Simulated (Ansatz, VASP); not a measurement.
## Nb in VASP and in Ansatz

The input INCAR:

```
PREC = Accurate
ENCUT = 500
EDIFF = 1E-6
ISMEAR = 1
SIGMA = 0.01
LREAL = False
LASPH = True
NELM = 200
ALGO = Normal
ISIF = 2
LWAVE = False
LCHARG = False
LMAXMIX = 4
LDAU = True
LDAUTYPE = 2
LDAUL = 2
LDAUU = 4
LDAUJ = 0
LDAUPRINT = 1
GGA = CA
NBANDS = 12
GGA_COMPAT = False
```

KPOINTS

```
Automatic mesh
0
Gamma
  11 11 11
```

POSCAR

```
Nb
1.0
   -1.6299823056      1.6299823056      1.6299823056
    1.6299823056     -1.6299823056      1.6299823056
    1.6299823056      1.6299823056     -1.6299823056
Nb
1
Direct
    0.0000000000      0.0000000000      0.0000000000
```

input.yaml

```yaml
crystal:
  lattice:
    - [-1.6299823056, 1.6299823056, 1.6299823056]
    - [1.6299823056, -1.6299823056, 1.6299823056]
    - [1.6299823056, 1.6299823056, -1.6299823056]
  atoms:
    - { symbol: Nb, position: [0.0, 0.0, 0.0] }
kpoints:
  mp_grid: { grid: [11, 11, 11] }
scf:
  occupations: { method: methfessel_paxton, width: 0.01 }
hamiltonian:
  xc: lda
  pseudopotentials: { kind: all_electron, lapw: { basis_error: 0.0005 } }
  hubbard:
    sites: [{ species: Nb, l: d, u_eff: 4 }]
    double_counting: fll
    projectors: ortho-atomic
output:
  forces: true
  stress: true
  eigenvalues: true
  hubbard: {}
```

Change from the starting cell: volume scaled by 0.94.

Alike in both runs: task single point; functional LDA; k mesh 11 × 11 × 11; occupations methfessel-paxton of order 1, width 0.01 eV; no spin polarisation; Hubbard terms Nb d U = 4.0 eV.

|  | VASP | Ansatz |
| --- | --- | --- |
| version | VASP 6.6.1 | Ansatz 0.2.0 |
| potentials or method | VASP PAW LDA potentials, release 64 (Nb_sv), cutoff 500 eV | all-electron LAPW, scalar-relativistic |

```tsv
	VASP	Ansatz	Ansatz less VASP
gap on the k mesh at the Fermi level (eV)	none	none	-
pressure (GPa)	11.3	1.2	-10.15
```

LDA's correlation is that of Perdew and Zunger in VASP and of Perdew and Wang (1992) in Ansatz. The programs project onto different local orbitals, so the same U acts differently, and such runs can settle in different states. A gap of «none» marks a metal or a gap that the smearing closes. Ansatz ran all-electron here, and VASP with PAW potentials.

Noted on Ansatz's run: U is the effective U less J, on atomic orbitals that reach past the spheres.
